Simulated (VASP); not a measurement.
# C (a cell with a defect) in VASP: single point with PBE+D3(BJ)

Aim: the single point of C (a cell with a defect) with PBE+D3(BJ).

All numbers are computed with VASP 6.6.1; they aren't measurements. Logs are shortened: lines on timing, memory, paths and dates and some standing lists are left out, and cuts for length are marked.

**1. The cell of the first run**

The cell holds a defect, 63 atoms: a = 7.140 Å, b = 7.140 Å, c = 7.140 Å, α = 90.00°, β = 90.00°, γ = 90.00°.

**2. Single point, PBE+D3(BJ)**

Input file INCAR:

```
PREC = Accurate
ENCUT = 520
EDIFF = 1E-7
ISMEAR = -1
SIGMA = 0.05
LREAL = Auto
LASPH = T
NELM = 60
ALGO = Normal
ISIF = 2
LWAVE = F
LCHARG = T
GGA = PE
IVDW = 12
LELF = T
LVHAR = T
NBANDS = 163
```

Input file KPOINTS:

```
regular mesh
0
Gamma
  2 2 2
```

Input file POSCAR:

```
C
1.0
    7.1400000000      0.0000000000      0.0000000000
    0.0000000000      7.1400000000      0.0000000000
    0.0000000000      0.0000000000      7.1400000000
C
63
Direct
    0.5000682073     -0.0008138655      0.0027638655
    0.6248501401      0.1222035014      0.1257788515
    0.7474212885      0.2369805322     -0.0025796919
    0.8692740896      0.3728295518      0.1192798319
    0.7509189076     -0.0017154062      0.2509030812
    0.8766802521      0.1240408964      0.3740291317
    0.0008981793     -0.0017196078      0.0009298319
    0.1240253501      0.1240414566      0.1266878151
    0.2491466387      0.2501096639      0.0027631653
    0.3721638655      0.3748918768      0.1257789916
    0.4869396359      0.4974696078     -0.0025714286
    0.6227882353      0.6193179272      0.1192827731
    0.7478680672      0.7467838936     -0.0021217087
    0.8740833333      0.8726760504      0.1240920168
    0.2508380952      0.0008794118      0.2522945378
    0.3770532213      0.1270946779      0.3781865546
    0.5003198880      0.2503606443      0.2505539216
    0.6246065826      0.3746474790      0.3743752101
    0.7478731092      0.4979145658      0.2467519608
    0.8740862745      0.6241275910      0.3726441176
    0.5021315126      0.0057029412      0.5056677871
    0.6379827731      0.1275844538      0.6275432773
    0.7527719888      0.2501117647      0.4991427171
    0.8757829132      0.3748899160      0.6221550420
    0.7527676471     -0.0008133053      0.7500803922
    0.8757833333      0.1221985994      0.8748602241
   -0.0032574230      0.4979088235     -0.0021224090
    0.1226345938      0.6241242297      0.1240915966
    0.2482392157      0.7509387955      0.0009298319
    0.3739998599      0.8740661064      0.1266883754
   -0.0005599440      0.2488803922      0.2494446779
    0.1254927171      0.3761217087      0.3754971989
    0.2482428571      0.5009603641      0.2509029412
    0.3739994398      0.6267219888      0.3740292717
    0.4988389356      0.7494834734      0.2494473389
    0.6260802521      0.8755359944      0.3754998599
    0.0022850140      0.0008760504      0.5008434174
    0.1281771709      0.1270887955      0.6270575630
    0.2556591036      0.2521728291      0.5056648459
    0.3775361345      0.3880236695      0.6275350140
    0.5000700280      0.5028114846      0.4991425770
    0.6248484594      0.6258224090      0.6221557423
    0.7509193277      0.7509399160      0.4982509804
    0.8766766106      0.8740651261      0.6240102241
    0.2556400560      0.0056808123      0.7521407563
    0.3774830532      0.1275229692      0.8879886555
    0.5625264706      0.3125441176      0.8123610644
    0.7473684874      0.4974085434      0.7369453782
    0.8692550420      0.6192957983      0.8727974790
   -0.0005201681      0.7495208683      0.2494873950
    0.1254413165      0.8754823529      0.3754488796
    0.0008991597      0.5009609244      0.4982504202
    0.1240245098      0.6267177871      0.6240103641
    0.2508352941      0.7523264706      0.5008438375
    0.3770481793      0.8782184874      0.6270584034
    0.0005521008      0.2503577031      0.7503221289
    0.1243733894      0.3746445378      0.8746089636
    0.2491471989      0.5028065826      0.7500801120
    0.3721596639      0.6258229692      0.8748605042
    0.5003173669      0.7505924370      0.7503225490
    0.6246040616      0.8744137255      0.8746093838
   -0.0005766106      0.7494641457      0.7488488796
    0.1254759104      0.8755166667      0.8760901961
```

Potentials or basis: VASP PAW PBE potentials, release 64 (C).

Started as:

```console
cat potpaw_PBE.64/C/POTCAR > POTCAR
mpirun -np 1 vasp_std > vasp.out
```

OUTCAR:

```text
PREC = Accurate
   ENCUT = 520
   EDIFF = 1E-7
   ISMEAR = -1
   LREAL = Auto
   LASPH = T
   NELM = 60
   ISIF = 2
   GGA = PE
   IVDW = 12
 IVDW          = 12

 ion  position               nearest neighbor table
   1  0.500  0.999  0.003-  46 1.51   2 1.53  30 1.55  61 1.56
   2  0.625  0.122  0.126-   3 1.51   1 1.53   5 1.55  17 1.56
   3  0.747  0.237  0.997-  26 1.51   2 1.51   4 1.57  47 1.94
   4  0.869  0.373  0.119-  27 1.54  19 1.54   3 1.57  31 1.58
   5  0.751  0.998  0.251-  36 1.53   6 1.54   2 1.55  14 1.55
   6  0.877  0.124  0.374-  31 1.53   5 1.54  23 1.55  37 1.55
[... 38 lines left out ...]
  45  0.256  0.006  0.752-  55 1.54  38 1.54  46 1.57  63 1.58
  46  0.377  0.128  0.888-   1 1.51   9 1.51  45 1.57  47 1.94
  47  0.563  0.313  0.812-  48 1.94  22 1.94  40 1.94   3 1.94  11 1.94  46 1.94
  48  0.747  0.497  0.737-  24 1.51  42 1.51  49 1.57  47 1.94
  49  0.869  0.619  0.873-  27 1.54  13 1.54  48 1.57  62 1.58
  50  0.999  0.750  0.249-  20 1.54  14 1.54  28 1.54  51 1.56
  51  0.125  0.875  0.375-  37 1.54  54 1.54  15 1.54  50 1.56
  52  0.001  0.501  0.498-  32 1.53  53 1.54  24 1.55  20 1.55
  53  0.124  0.627  0.624-  62 1.53  52 1.54  58 1.55  54 1.55
[... 8 lines left out ...]
  62  0.999  0.749  0.749-  53 1.53  44 1.53  63 1.56  49 1.58
  63  0.125  0.876  0.876-  29 1.53   7 1.53  62 1.56  45 1.58

  LATTYP: Found a simple cubic cell.
 ALAT       =     7.1400000000

  Lattice vectors:

 A1 = (   7.1400000000,   0.0000000000,   0.0000000000)
 A2 = (   0.0000000000,   7.1400000000,   0.0000000000)
 A3 = (   0.0000000000,   0.0000000000,   7.1400000000)

Analysis of symmetry for initial positions (statically):
=====================================================================
 Subroutine PRICEL returns:
 Original cell was already a primitive cell.

 Routine SETGRP: Setting up the symmetry group for a
 simple cubic supercell.

 Subroutine GETGRP returns: Found  1 space group operations
 (whereof  1 operations were pure point group operations)
 out of a pool of 48 trial point group operations.

The static configuration has the point symmetry C_1 .

Analysis of symmetry for dynamics (positions and initial velocities):
=====================================================================
 Subroutine PRICEL returns:
 Original cell was already a primitive cell.

 Routine SETGRP: Setting up the symmetry group for a
 simple cubic supercell.

 Subroutine GETGRP returns: Found  1 space group operations
 (whereof  1 operations were pure point group operations)
 out of a pool of 48 trial point group operations.

The dynamic configuration has the point symmetry C_1 .

 Subroutine INISYM returns: Found  1 space group operations
 (whereof  1 operations are pure point group operations),
 and found     1 'primitive' translations

----------------------------------------------------------------------------------------

                                     Primitive cell

  volume of cell :     363.9943

  direct lattice vectors                    reciprocal lattice vectors
     7.140000000  0.000000000  0.000000000     0.140056022  0.000000000  0.000000000
     0.000000000  7.140000000  0.000000000     0.000000000  0.140056022  0.000000000
     0.000000000  0.000000000  7.140000000     0.000000000  0.000000000  0.140056022

  length of vectors
     7.140000000  7.140000000  7.140000000     0.140056022  0.140056022  0.140056022

  position of ions in fractional coordinates (direct lattice)
     0.500068207  0.999186135  0.002763866
     0.624850140  0.122203501  0.125778852
     0.747421289  0.236980532  0.997420308
     0.869274090  0.372829552  0.119279832
     0.750918908  0.998284594  0.250903081
     0.876680252  0.124040896  0.374029132
[... 55 lines left out ...]
     0.999423389  0.749464146  0.748848880
     0.125475910  0.875516667  0.876090196

  ion indices of the primitive-cell ions
   primitive index   ion index
                 1           1
                 2           2
                 3           3
                 4           4
                 5           5
                 6           6
[... 55 lines left out ...]
                62          62
                63          63

----------------------------------------------------------------------------------------

 KPOINTS: regular mesh

Automatic generation of k-mesh.
 Grid dimensions read from file:
 generate k-points for:    2    2    2

 Generating k-lattice:

  Cartesian coordinates                     Fractional coordinates (reciprocal lattice)
     0.070028011  0.000000000  0.000000000     0.500000000  0.000000000  0.000000000
     0.000000000  0.070028011  0.000000000     0.000000000  0.500000000  0.000000000
     0.000000000  0.000000000  0.070028011     0.000000000  0.000000000  0.500000000

  Length of vectors
     0.070028011  0.070028011  0.070028011

  Shift w.r.t. Gamma in fractional coordinates (k-lattice)
     0.000000000  0.000000000  0.000000000

 Subroutine IBZKPT returns following result:
 ===========================================

 Found      8 irreducible k-points:

 Following reciprocal coordinates:
            Coordinates               Weight
  0.000000  0.000000  0.000000      1.000000
  0.500000  0.000000  0.000000      1.000000
  0.000000  0.500000  0.000000      1.000000
  0.000000  0.000000  0.500000      1.000000
  0.500000  0.500000  0.000000      1.000000
  0.000000  0.500000  0.500000      1.000000
  0.500000  0.000000  0.500000      1.000000
  0.500000  0.500000  0.500000      1.000000
   k-points           NKPTS =      8   k-points in BZ     NKDIM =      8   number of bands    NBANDS=    163
   number of dos      NEDOS =    301   number of ions     NIONS =     63
   total plane-waves  NPLWV = 157464
   dimension x,y,z NGX =    54 NGY =   54 NGZ =   54
   dimension x,y,z NGXF=   108 NGYF=  108 NGZF=  108
   ions per type =              63
   NGX,Y,Z   is equivalent  to a cutoff of  12.57, 12.57, 12.57 a.u.
   NGXF,Y,Z  is equivalent  to a cutoff of  25.15, 25.15, 25.15 a.u.
 SYSTEM =  unknown system
   PREC   = accura    normal or accurate (medium, high low for compatibility)
   ISTART =      0    job   : 0-new  1-cont  2-samecut
   ICHARG =      2    charge: 1-file 2-atom 10-const
   ISPIN  =      1    spin polarized calculation?
   LNONCOLLINEAR =      F non collinear calculations
   LSORBIT =      F    spin-orbit coupling
   LASPH  =      T    aspherical Exc in radial PAW
   ENCUT  =  520.0 eV  38.22 Ry    6.18 a.u.  13.28 13.28 13.28*2*pi/ulx,y,z
   NELM   =     60;   NELMIN=  2; NELMDL= -5     # of ELM steps
   EDIFF  = 0.1E-06   stopping-criterion for ELM
   LREAL  =      T    real-space projection
   EDIFFG = 0.1E-05   stopping-criterion for IOM
   NSW    =      0    number of steps for IOM
   IBRION =     -1    ionic relax: 0-MD 1-quasi-New 2-CG
   NFREE  =      0    steps in history (QN), initial steepest desc. (CG)
   ISIF   =      2    stress and relaxation
   ISYM   =      2    0-nonsym 1-usesym 2-fastsym
   POTIM  = 0.5000    time-step for ionic-motion
   TEBEG  =    0.0;   TEEND  =   0.0 temperature during run
   PSTRESS=    0.0 pullay stress
   NELECT =     252.0000    total number of electrons
   NUPDOWN=      -1.0000    fix difference up-down
   EMIN   =  10.00;   EMAX   =-10.00  energy-range for DOS
   EFERMI =   0.00;   METHOD = LEGACY
   ISMEAR =    -1;   SIGMA  =   0.05  broadening in eV -4-tet -1-fermi 0-gaus
   EFERMI_NEDOS =   21; number of points for ismear=-14 and -15
   IALGO  =     38    algorithm
   IMIX   =      4    mixing-type and parameters
     AMIX     =   0.40;   BMIX     =  1.00
     AMIX_MAG =   1.60;   BMIX_MAG =  1.00
  volume/ion in A,a.u.               =       5.78        38.99
  Fermi-wavevector in a.u.,A,eV,Ry     =   1.448250  2.736795 28.537232  2.097427
  Thomas-Fermi vector in A             =   2.566112
   LORBIT       =      0    0 simple, 1 ext, 2 COOP (PROOUT), +10 PAW based schemes
   GGA     = PE    functional components
   LHFCALC =     F    Hartree Fock is set to
   AEXX    =    0.0000 exact exchange contribution
   IVDW    =    12    specifies the selected vdW correction
   LEPSILON=     F    determine dielectric tensor
   LRPA    =     F    only Hartree local field effects (RPA)
 non-spin polarized calculation
  energy-cutoff  :      520.00
  volume of cell :      363.99
 maximum number of plane-waves:      9808
 NGX is ok and might be reduce to    54
   NGX = 27   NGY = 27   NGZ = 27

 number of electron     251.9999997 magnetization

 Free energy of the ion-electron system (eV)
  ---------------------------------------------------
  ext. energy  EPLUGINS =         0.00000000
  ---------------------------------------------------
  free energy    TOTEN  =      -563.40079090 eV

  energy without entropy =     -563.35511832  energy(sigma->0) =     -563.37795461

 E-fermi :  10.5020     XC(G=0): -13.1710

 val. band max:       10.2617533898   @ k =   0.5000   0.0000   0.0000
 cond. band min:      10.5096384450   @ k =   0.5000   0.0000   0.0000
 fundamental gap:      0.2478850552
 Fermi energy:        10.5020166939

 k-point     1 :       0.0000    0.0000    0.0000
  band No.  band energies     occupation
      1     -11.8851      2.00000
      2      -9.7487      2.00000
      3      -9.7487      2.00000
      4      -9.6660      2.00000
      5      -9.6660      2.00000
      6      -9.4894      2.00000
[... 130 lines left out ...]
    137      14.1757      0.00000
    138      14.5033      0.00000

 k-point     2 :       0.5000    0.0000    0.0000
  band No.  band energies     occupation
      1     -11.4121      2.00000
      2     -11.2076      2.00000
      3      -9.2310      2.00000
      4      -9.1662      2.00000
      5      -9.1573      2.00000
      6      -9.1276      2.00000
[... 976 lines left out ...]
    137      15.5207      0.00000
    138      15.5207      0.00000
 [bands above 138 left out]

------------------------ aborting loop because EDIFF is reached ----------------------------------------

 Edisp (eV)  -11.83409

 E8    (eV) :    -3.4073

  FORCE on cell =-STRESS in cart. coord.  units (eV):
  Direction    XX          YY          ZZ          XY          YZ          ZX
  --------------------------------------------------------------------------------------
  -------------------------------------------------------------------------------------
  Total     -14.60248   -14.58585   -14.58554   -11.86884   -11.84820   -11.87048
  in kB     -64.27507   -64.20187   -64.20049   -52.24254   -52.15170   -52.24977
  external pressure =      -64.23 kB  Pullay stress =        0.00 kB

 VOLUME and BASIS-vectors are now :
 -----------------------------------------------------------------------------
  energy-cutoff  :      520.00
  volume of cell :      363.99
      direct lattice vectors                 reciprocal lattice vectors
     7.140000000  0.000000000  0.000000000     0.140056022  0.000000000  0.000000000
     0.000000000  7.140000000  0.000000000     0.000000000  0.140056022  0.000000000
     0.000000000  0.000000000  7.140000000     0.000000000  0.000000000  0.140056022

 POSITION                                       TOTAL-FORCE (eV/Angst)
 -----------------------------------------------------------------------------------
      3.57049      7.13419      0.01973         0.006394     -0.012928     -0.006563
      4.46143      0.87253      0.89806        -0.011394     -0.000786      0.007256
      5.33659      1.69204      7.12158        -0.004495      0.021486     -0.008681
      6.20662      2.66200      0.85166        -0.006741     -0.007041      0.004948
      5.36156      7.12775      1.79145         0.007265     -0.001787      0.004062
      6.25950      0.88565      2.67057        -0.001371     -0.004011      0.010762
[... 55 lines left out ...]
      7.13588      5.35117      5.34678        -0.000730     -0.004754      0.007846
      0.89590      6.25119      6.25528        -0.006614      0.006059     -0.012321
 -----------------------------------------------------------------------------------
    total drift:                                0.007323     -0.000238     -0.001013

  FREE ENERGIE OF THE ION-ELECTRON SYSTEM (eV)
  ---------------------------------------------------
  free  energy   TOTEN  =      -575.2348839333 eV

  energy  without entropy=     -575.1892113533  energy(sigma->0) =     -575.21204764
```

Wall time 28 min (1 thread of Intel Xeon 8259CL, shared host); peak memory 0.59 GiB.

Results:

* Free energy: -575.2349 eV
* Pressure: -6.4 GPa
* Largest force: 0.031 eV/Å
* Band gap on the k mesh: zero (bands 126 and 127 overlap by 0.55 eV)
* Dispersion energy per atom: -0.188 eV

Forces on the atoms (eV/Å):
```
C    0.006 -0.013 -0.007
C   -0.011 -0.001  0.007
C   -0.004  0.021 -0.009
C   -0.007 -0.007  0.005
C    0.007 -0.002  0.004
C   -0.001 -0.004  0.011
C   -0.004  0.007 -0.001
C    0.002 -0.001 -0.009
C   -0.016  0.006  0.007
C    0.001 -0.004  0.009
C    0.023 -0.009 -0.009
C   -0.011  0.002  0.002
C    0.004  0.004  0.000
C    0.003  0.002 -0.001
C    0.007  0.002  0.004
C   -0.004 -0.006 -0.005
C   -0.002  0.001 -0.003
C    0.001  0.005  0.013
C    0.005  0.000  0.005
C    0.003 -0.001  0.002
C    0.012 -0.001 -0.001
C   -0.022  0.005  0.005
C    0.007  0.005 -0.010
C    0.017 -0.001  0.000
C    0.007 -0.009  0.005
C    0.017  0.001 -0.001
C   -0.001 -0.001 -0.001
C    0.002 -0.011 -0.011
C    0.000  0.000  0.000
C    0.000  0.001 -0.006
C    0.000  0.008 -0.005
C   -0.007 -0.013  0.007
C    0.000  0.000  0.000
C    0.000 -0.005  0.002
C    0.015 -0.003 -0.003
C   -0.020  0.002  0.003
C   -0.005  0.003  0.004
C   -0.006 -0.005 -0.005
C   -0.007  0.009  0.006
C    0.012 -0.028  0.006
C    0.006 -0.005 -0.014
C   -0.011  0.008 -0.002
C    0.007  0.005 -0.002
C   -0.001  0.011 -0.004
C   -0.006  0.006  0.009
C    0.009  0.003 -0.027
C    0.006 -0.002 -0.005
C   -0.007 -0.011  0.022
C   -0.006  0.005 -0.006
C    0.006  0.001  0.001
C   -0.006 -0.002 -0.001
C   -0.004  0.000  0.007
C    0.002 -0.009 -0.001
C    0.007  0.003  0.003
C   -0.004 -0.005 -0.007
C   -0.007  0.002  0.001
C    0.010  0.005  0.008
C   -0.018  0.007  0.006
C    0.001  0.008 -0.006
C   -0.001 -0.002  0.001
C    0.002  0.013  0.005
C   -0.001 -0.005  0.008
C   -0.007  0.006 -0.012
```

Stress tensor (GPa, compression positive):
```
-6.43 -5.22 -5.22
-5.22 -6.42 -5.22
-5.22 -5.22 -6.42
```

Caveat: the k points lie up to 0.44 Å⁻¹ apart, too coarse for converged energies and pressures of a metal.

The gap in the log of VASP goes by the Fermi energy; the results here count the filled bands.